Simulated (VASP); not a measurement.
# SiC (F-43m) in VASP: further runs

Runs on SiC. Level: LDA. Tasks: single point, relaxation of cell and atoms.

All numbers are computed with VASP 6.6.1; they aren't measurements. Logs are shortened: lines on timing, memory, paths and dates and some standing lists are left out, and cuts for length are marked.

**1. The cell of the first run**

The structure is cubic, space group F-43m (No. 216). Conventional cell: a = 4.358 Å, b = 4.358 Å, c = 4.358 Å, α = 90.00°, β = 90.00°, γ = 90.00°. Si (site symmetry -43m) has 4 C at 1.89 Å within 2.5 Å. Within 2.5 Å of C (site symmetry -43m) lie 4 Si at 1.89 Å.

**2. Single point, LDA**

INCAR reads:

```
PREC = Accurate
ENCUT = 600
EDIFF = 1E-6
ISMEAR = 0
SIGMA = 0.1
LREAL = False
LASPH = True
NELM = 120
ALGO = Normal
ISIF = 2
LWAVE = False
LCHARG = False
NBANDS = 11
GGA_COMPAT = False
```

KPOINTS reads:

```
regular mesh
0
Gamma
  8 8 8
```

POSCAR reads:

```
SiC
1.0
    0.0000000000      2.1790000000      2.1790000000
    2.1790000000      0.0000000000      2.1790000000
    2.1790000000      2.1790000000      0.0000000000
Si C
1 1
Direct
    0.0000000000      0.0000000000      0.0000000000
    0.2500000000      0.2500000000      0.2500000000
```

Potentials or basis: VASP PAW LDA potentials, release 64 (Si, C).

Command:

```console
> cat potpaw_LDA.64/Si/POTCAR potpaw_LDA.64/C/POTCAR > POTCAR
> mpirun -np 1 vasp_std > vasp.out
```

OUTCAR:

```text
PREC = Accurate
   ENCUT = 600
   EDIFF = 1E-6
   ISMEAR = 0
   LREAL = False
   LASPH = True
   NELM = 120
   ISIF = 2

 ion  position               nearest neighbor table
   1  0.000  0.000  0.000-   2 1.89   2 1.89   2 1.89   2 1.89
   2  0.250  0.250  0.250-   1 1.89   1 1.89   1 1.89   1 1.89

  LATTYP: Found a face centered cubic cell.
 ALAT       =     4.3580000000

  Lattice vectors:

 A1 = (   0.0000000000,   2.1790000000,   2.1790000000)
 A2 = (   2.1790000000,   0.0000000000,   2.1790000000)
 A3 = (   2.1790000000,   2.1790000000,   0.0000000000)

Analysis of symmetry for initial positions (statically):
=====================================================================
 Subroutine PRICEL returns:
 Original cell was already a primitive cell.

 Routine SETGRP: Setting up the symmetry group for a
 face centered cubic supercell.

 Subroutine GETGRP returns: Found 24 space group operations
 (whereof 24 operations were pure point group operations)
 out of a pool of 48 trial point group operations.

The static configuration has the point symmetry T_d .

Analysis of symmetry for dynamics (positions and initial velocities):
=====================================================================
 Subroutine PRICEL returns:
 Original cell was already a primitive cell.

 Routine SETGRP: Setting up the symmetry group for a
 face centered cubic supercell.

 Subroutine GETGRP returns: Found 24 space group operations
 (whereof 24 operations were pure point group operations)
 out of a pool of 48 trial point group operations.

The dynamic configuration has the point symmetry T_d .

 Subroutine INISYM returns: Found 24 space group operations
 (whereof 24 operations are pure point group operations),
 and found     1 'primitive' translations

----------------------------------------------------------------------------------------

                                     Primitive cell

  volume of cell :      20.6920

  direct lattice vectors                    reciprocal lattice vectors
     0.000000000  2.179000000  2.179000000    -0.229463056  0.229463056  0.229463056
     2.179000000  0.000000000  2.179000000     0.229463056 -0.229463056  0.229463056
     2.179000000  2.179000000  0.000000000     0.229463056  0.229463056 -0.229463056

  length of vectors
     3.081571352  3.081571352  3.081571352     0.397441672  0.397441672  0.397441672

  position of ions in fractional coordinates (direct lattice)
     0.000000000  0.000000000  0.000000000
     0.250000000  0.250000000  0.250000000

  ion indices of the primitive-cell ions
   primitive index   ion index
                 1           1
                 2           2

----------------------------------------------------------------------------------------

 KPOINTS: regular mesh

Automatic generation of k-mesh.
 Grid dimensions read from file:
 generate k-points for:    8    8    8

 Generating k-lattice:

  Cartesian coordinates                     Fractional coordinates (reciprocal lattice)
    -0.028682882  0.028682882  0.028682882     0.125000000  0.000000000  0.000000000
     0.028682882 -0.028682882  0.028682882     0.000000000  0.125000000  0.000000000
     0.028682882  0.028682882 -0.028682882     0.000000000  0.000000000  0.125000000

  Length of vectors
     0.049680209  0.049680209  0.049680209

  Shift w.r.t. Gamma in fractional coordinates (k-lattice)
     0.000000000  0.000000000  0.000000000

 Subroutine IBZKPT returns following result:
 ===========================================

 Found     29 irreducible k-points:

 Following reciprocal coordinates:
            Coordinates               Weight
  0.000000  0.000000  0.000000      1.000000
  0.125000  0.000000  0.000000      8.000000
  0.250000  0.000000  0.000000      8.000000
  0.375000  0.000000  0.000000      8.000000
  0.500000  0.000000  0.000000      4.000000
  0.125000  0.125000  0.000000      6.000000
[... 16 lines left out ...]
  0.500000  0.250000  0.125000     48.000000
 -0.375000  0.250000  0.125000     24.000000
 [... further k-points ...]
   k-points           NKPTS =     29   k-points in BZ     NKDIM =     29   number of bands    NBANDS=     11
   number of dos      NEDOS =    301   number of ions     NIONS =      2
   total plane-waves  NPLWV =  21952
   dimension x,y,z NGX =    28 NGY =   28 NGZ =   28
   dimension x,y,z NGXF=    56 NGYF=   56 NGZF=   56
   ions per type =               1   1
   NGX,Y,Z   is equivalent  to a cutoff of  15.11, 15.11, 15.11 a.u.
   NGXF,Y,Z  is equivalent  to a cutoff of  30.21, 30.21, 30.21 a.u.
 SYSTEM =  unknown system
   PREC   = accura    normal or accurate (medium, high low for compatibility)
   ISTART =      0    job   : 0-new  1-cont  2-samecut
   ICHARG =      2    charge: 1-file 2-atom 10-const
   ISPIN  =      1    spin polarized calculation?
   LNONCOLLINEAR =      F non collinear calculations
   LSORBIT =      F    spin-orbit coupling
   LASPH  =      T    aspherical Exc in radial PAW
   ENCUT  =  600.0 eV  44.10 Ry    6.64 a.u.   6.15  6.15  6.15*2*pi/ulx,y,z
   NELM   =    120;   NELMIN=  2; NELMDL= -5     # of ELM steps
   EDIFF  = 0.1E-05   stopping-criterion for ELM
   LREAL  =      F    real-space projection
   EDIFFG = 0.1E-04   stopping-criterion for IOM
   NSW    =      0    number of steps for IOM
   IBRION =     -1    ionic relax: 0-MD 1-quasi-New 2-CG
   NFREE  =      0    steps in history (QN), initial steepest desc. (CG)
   ISIF   =      2    stress and relaxation
   ISYM   =      2    0-nonsym 1-usesym 2-fastsym
   POTIM  = 0.5000    time-step for ionic-motion
   TEBEG  =    0.0;   TEEND  =   0.0 temperature during run
   PSTRESS=    0.0 pullay stress
   NELECT =       8.0000    total number of electrons
   NUPDOWN=      -1.0000    fix difference up-down
   EMIN   =  10.00;   EMAX   =-10.00  energy-range for DOS
   EFERMI =   0.00;   METHOD = LEGACY
   ISMEAR =     0;   SIGMA  =   0.10  broadening in eV -4-tet -1-fermi 0-gaus
   EFERMI_NEDOS =   21; number of points for ismear=-14 and -15
   IALGO  =     38    algorithm
   IMIX   =      4    mixing-type and parameters
     AMIX     =   0.40;   BMIX     =  1.00
     AMIX_MAG =   1.60;   BMIX_MAG =  1.00
  volume/ion in A,a.u.               =      10.35        69.82
  Fermi-wavevector in a.u.,A,eV,Ry     =   1.192626  2.253736 19.352338  1.422357
  Thomas-Fermi vector in A             =   2.328660
   LORBIT       =      0    0 simple, 1 ext, 2 COOP (PROOUT), +10 PAW based schemes
   GGA     = CA    functional components
   LHFCALC =     F    Hartree Fock is set to
   AEXX    =    0.0000 exact exchange contribution
   IVDW    =     0    specifies the selected vdW correction
   LEPSILON=     F    determine dielectric tensor
   LRPA    =     F    only Hartree local field effects (RPA)
 non-spin polarized calculation
 Gauss-broadening in eV      SIGMA  =   0.10
  energy-cutoff  :      600.00
  volume of cell :       20.69
 maximum number of plane-waves:       701
 NGX is ok and might be reduce to    28
   NGX = 13   NGY = 13   NGZ = 13

 number of electron       8.0000000 magnetization

 Free energy of the ion-electron system (eV)
  ---------------------------------------------------
  ext. energy  EPLUGINS =         0.00000000
  ---------------------------------------------------
  free energy    TOTEN  =       -16.63888032 eV

  energy without entropy =      -16.63888032  energy(sigma->0) =      -16.63888032

 E-fermi :   8.5837     XC(G=0): -11.5564

 val. band max:        8.0617148185   @ k =   0.0000   0.0000   0.0000
 cond. band min:       9.3659739191   @ k =   0.5000   0.5000   0.0000
 fundamental gap:      1.3042591006
 Fermi energy:         8.5836838754

 k-point     1 :       0.0000    0.0000    0.0000
  band No.  band energies     occupation
      1      -7.2543      2.00000
      2       8.0617      2.00000
      3       8.0617      2.00000
      4       8.0617      2.00000
      5      14.3528      0.00000
      6      15.2534      0.00000
      7      15.2534      0.00000
      8      15.2534      0.00000
      9      22.5213      0.00000
     10      22.5213      0.00000
     11      24.2316      0.00000

 k-point     2 :       0.1250    0.0000    0.0000
  band No.  band energies     occupation
      1      -6.9485      2.00000
      2       6.5915      2.00000
      3       7.8597      2.00000
      4       7.8597      2.00000
      5      14.5165      0.00000
      6      15.6035      0.00000
      7      15.6035      0.00000
      8      15.8185      0.00000
      9      21.2842      0.00000
     10      21.2842      0.00000
     11      23.9099      0.00000

 k-point     3 :       0.2500    0.0000    0.0000
  band No.  band energies     occupation
      1      -6.0531      2.00000
      2       3.7908      2.00000
      3       7.4534      2.00000
      4       7.4534      2.00000
      5      14.0037      0.00000
      6      15.8582      0.00000
      7      15.8582      0.00000
      8      17.3139      0.00000
      9      21.0978      0.00000
     10      21.0978      0.00000
     11      23.0132      0.00000

 k-point     4 :       0.3750    0.0000    0.0000
  band No.  band energies     occupation
      1      -4.6837      2.00000
      2       1.0423      2.00000
      3       7.1261      2.00000
      4       7.1261      2.00000
      5      13.5920      0.00000
      6      15.4409      0.00000
      7      15.4409      0.00000
      8      17.9524      0.00000
      9      23.0517      0.00000
     10      23.0517      0.00000
     11      23.3722      0.00000
[... 239 lines left out ...]
 k-point    22 :       0.3750    0.2500    0.1250
  band No.  band energies     occupation
      1      -5.2740      2.00000
      2       3.6194      2.00000
      3       5.1878      2.00000
      4       6.7852      2.00000
      5      13.3395      0.00000
      6      15.5920      0.00000
      7      16.4356      0.00000
      8      18.0010      0.00000
      9      20.1920      0.00000
     10      23.9132      0.00000
     11      27.3556      0.00000

 k-point    23 :       0.5000    0.2500    0.1250
  band No.  band energies     occupation
      1      -3.9553      2.00000
      2       1.5696      2.00000
      3       4.4578      2.00000
      4       6.1309      2.00000
      5      13.2800      0.00000
      6      15.5663      0.00000
      7      17.1434      0.00000
      8      18.3914      0.00000
      9      21.2917      0.00000
     10      24.3813      0.00000
     11      27.2324      0.00000

 k-point    24 :      -0.3750    0.2500    0.1250
  band No.  band energies     occupation
      1      -2.9772      2.00000
      2       0.2180      2.00000
      3       4.3520      2.00000
      4       5.7915      2.00000
      5      13.2207      0.00000
      6      15.2555      0.00000
      7      18.0887      0.00000
      8      18.9214      0.00000
      9      21.3190      0.00000
     10      24.1403      0.00000
     11      27.1943      0.00000

 [... further k-points ...]
[... 5 lines left out ...]
  --------------------------------------------------------------------------------------
  -------------------------------------------------------------------------------------
  Total       -0.5386406     -0.5386406     -0.5386406     -0.0000000     -0.0000000     -0.0000000
  in kB      -41.7069075    -41.7069075    -41.7069075     -0.0000000     -0.0000000     -0.0000000
  external PRESSURE =     -41.7069075 kB  Pullay stress =       0.0000000 kB

 VOLUME and BASIS-vectors are now :
 -----------------------------------------------------------------------------
  energy-cutoff  :      600.00
  volume of cell :       20.69
      direct lattice vectors                 reciprocal lattice vectors
     0.000000000  2.179000000  2.179000000    -0.229463056  0.229463056  0.229463056
     2.179000000  0.000000000  2.179000000     0.229463056 -0.229463056  0.229463056
     2.179000000  2.179000000  0.000000000     0.229463056  0.229463056 -0.229463056

 POSITION                                       TOTAL-FORCE (eV/Angst)
 -----------------------------------------------------------------------------------
      0.00000      0.00000      0.00000        -0.000000     -0.000000     -0.000000
      1.08950      1.08950      1.08950         0.000000      0.000000      0.000000
 -----------------------------------------------------------------------------------
    total drift:                               -0.000000     -0.000000     -0.000000

  FREE ENERGIE OF THE ION-ELECTRON SYSTEM (eV)
  ---------------------------------------------------
  free  energy   TOTEN  =       -16.6388803213 eV

  energy  without entropy=      -16.6388803213  energy(sigma->0) =      -16.63888032
```

Run time: 10 s. Hardware: 1 thread of Intel Xeon Platinum 8488C (Sapphire Rapids), shared host; peak memory 0.13 GiB.

What came out:

```
Free energy            : -16.6389 eV
Pressure               : -4.2 GPa
Band gap on the k mesh : 1.30 eV, indirect (least direct gap 4.50 eV)
```

Levels at points of the mesh, in eV from the valence-band top:
```
           k point  band 2  band 3  band 4  band 5  band 6  band 7
(0.00, 0.00, 0.00)    0.00    0.00    0.00    6.29    7.19    7.19
(0.50, 0.00, 0.00)   -8.56   -1.05   -1.05    5.39    7.13    7.13
(0.50, 0.50, 0.00)   -7.81   -3.19   -3.19    1.30    4.19   13.83
```

**3. Single point, LDA**

This run uses another cell than the first one, of 10.14 Å³/atom, 0.980 times its volume.

INCAR reads:

```
PREC     = Accurate       # precision mode
ENCUT    = 600            # plane-wave cutoff, eV
EDIFF    = 1E-6           # SCF threshold, eV
ISMEAR   = 0              # smearing method
SIGMA    = 0.01           # smearing width, eV
LREAL    = F              # projectors in reciprocal space
LASPH    = T              # aspherical terms in the spheres
NELM     = 120            # most SCF steps
ALGO     = Normal         # electronic algorithm
ISIF     = 2              # what is computed and relaxed
LWAVE    = F              # write WAVECAR
LCHARG   = F              # write CHGCAR
GGA      = CA             # functional
NBANDS   = 11             # bands
GGA_COMPAT= F
```

KPOINTS reads:

```
regular mesh
0
Gamma
  10 10 10
```

POSCAR reads:

```
SiC
1.0
    0.0000000000      2.1644841119      2.1644841119
    2.1644841119      0.0000000000      2.1644841119
    2.1644841119      2.1644841119      0.0000000000
Si C
1 1
Direct
    0.0000000000      0.0000000000      0.0000000000
    0.2500000000      0.2500000000      0.2500000000
```

Potentials or basis: VASP PAW LDA potentials, release 64 (Si, C).

Command:

```console
> cat potpaw_LDA.64/Si/POTCAR potpaw_LDA.64/C/POTCAR > POTCAR
> mpirun -np 1 vasp_std > vasp.out
```

Wall time 5.9 s (1 thread of Intel Xeon Platinum 8488C (Sapphire Rapids), shared host); peak memory 0.12 GiB.

Results (log left out):

* Free energy: -16.6446 eV
* Pressure: 0.3 GPa
* Band gap on the k mesh: 1.29 eV, indirect (least direct gap 4.52 eV)

Levels at points of the mesh, in eV from the valence-band top:
```
           k point  band 1  band 2  band 3  band 4  band 5  band 6  band 7  band 8  band 9
(0.00, 0.00, 0.00)  -15.47    0.00    0.00    0.00    6.53    7.33    7.33    7.33   14.58
(0.50, 0.00, 0.00)  -11.78   -8.67   -1.06   -1.06    5.57    7.21    7.21   10.03   16.18
(0.50, 0.50, 0.00)  -10.28   -7.88   -3.23   -3.23    1.29    4.26   14.06   14.06   14.82
```

A k mesh can miss the band edges. Expect the measured gap to be larger: semilocal functionals such as LDA lack the derivative discontinuity.

**4. Relaxation of cell and atoms, LDA**

This run uses another cell than the first one, of 10.14 Å³/atom, 0.980 times its volume.

INCAR reads:

```
SYSTEM = SiC
ALGO = Normal
EDIFF = 1E-7
EDIFFG = -0.001
ENCUT = 600
GGA = CA
GGA_COMPAT = .FALSE.
IBRION = 2
ISIF = 3
ISMEAR = 0
LASPH = .TRUE.
LCHARG = .FALSE.
LREAL = .FALSE.
LWAVE = .FALSE.
NELM = 120
NELMIN = 4
NSW = 80
PREC = Accurate
SIGMA = 0.01
```

KPOINTS reads:

```
k-points
0
G
  10 10 10
  0 0 0
```

POSCAR is that of step 3.

Command:

```console
> cat potpaw_LDA.64/Si/POTCAR potpaw_LDA.64/C/POTCAR > POTCAR
> mpirun -np 1 vasp_std > vasp.out
```

It took 10 s on 1 thread of Intel Xeon Platinum 8488C (Sapphire Rapids), shared host; peak memory 0.12 GiB.

Results (log left out):

```yaml
Free_energy: -16.6446 eV
Relaxed_volume: 10.15 Å³/atom
Relaxed_cell: a = 3.062 Å, b = 3.062 Å, c = 3.062 Å, α = 60.00°, β = 60.00°, γ = 60.00°
Space_group_after_relaxing_to_0.05_Å: F-43m (No. 216)
Energy_gained_by_relaxing: 0.0 meV/atom
Ionic_steps: 3
Pressure_after_relaxing: 0.0 GPa
Band_gap_on_the_k_mesh: 1.29 eV, indirect (least direct gap 4.52 eV)
```

Final structure:
```xyz
2
Lattice="0.0000 2.1653 2.1653 2.1653 0.0000 2.1653 2.1653 2.1653 0.0000" Properties=species:S:1:pos:R:3 pbc="T T T"
Si    0.0000    0.0000    0.0000
C     1.0826    1.0826    1.0826
```

Levels at points of the mesh, in eV from the valence-band top:
| k point | band 1 | band 2 | band 3 | band 4 | band 5 | band 6 | band 7 | band 8 |
| --- | --- | --- | --- | --- | --- | --- | --- | --- |
| (0.00, 0.00, 0.00) | -15.46 | 0.00 | 0.00 | 0.00 | 6.52 | 7.32 | 7.32 | 7.32 |
| (0.50, 0.00, 0.00) | -11.77 | -8.66 | -1.06 | -1.06 | 5.56 | 7.21 | 7.21 | 10.02 |
| (0.50, 0.50, 0.00) | -10.27 | -7.87 | -3.23 | -3.23 | 1.29 | 4.26 | 14.05 | 14.05 |

A k mesh can miss the band edges.

**5. The runs side by side**

| task | cell | k mesh | smearing | gap on the mesh (eV) | pressure (GPa) |
| --- | --- | --- | --- | --- | --- |
| single point | a = 3.082 Å, angles 60.0°, 2 atoms | 8 × 8 × 8 | gaussian 0.1 eV | 1.30 | -4.2 |
| single point | a = 3.061 Å, angles 60.0°, 2 atoms | 10 × 10 × 10 | gaussian 0.01 eV | 1.29 | 0.3 |
| relaxation of cell and atoms | relaxed from a = 3.061 Å, angles 60.0°, 2 atoms | 10 × 10 × 10 | gaussian 0.01 eV | 1.29 | 0.0 |

Alike in all rows: level LDA; potentials or basis VASP PAW LDA potentials, release 64 (Si, C); no spin polarisation; cutoff (eV) 600.

Absolute energies hang on the potentials; compare differences alone.
